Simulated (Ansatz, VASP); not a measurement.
# Two plane-wave programs on Li3SF

```xyz
5
Lattice="4.4048 0.0000 0.0000 0.0000 4.4048 0.0000 0.0000 0.0000 4.4048" Properties=species:S:1:pos:R:3 pbc="T T T"
F     0.0000    0.0000    0.0000
S     2.2024    2.2024    2.2024
Li    2.2024    2.2024    0.0000
Li    2.2024    0.0000    2.2024
Li    0.0000    2.2024    2.2024
```

Alike in both runs: task single point; functional PBE; k mesh 6 × 6 × 6; no spin polarisation.

```csv
,VASP,Ansatz
version,VASP 6.6.1,Ansatz 0.2.0
potentials or method,"VASP PAW PBE potentials, release 64 (F, S, Li_sv)","plane waves, PAW"
plane-wave cutoff (eV),520,420
occupations,"gaussian, width 0.01 eV",fixed
valence electrons in the cell,22,22
```

|  | VASP | Ansatz | Ansatz less VASP |
| --- | --- | --- | --- |
| gap on the k mesh at the Fermi level (eV) | 4.16 | 4.16 | 0.000 |

Noted on VASP's run: the cutoff is short for stress, so the pressure is rough.
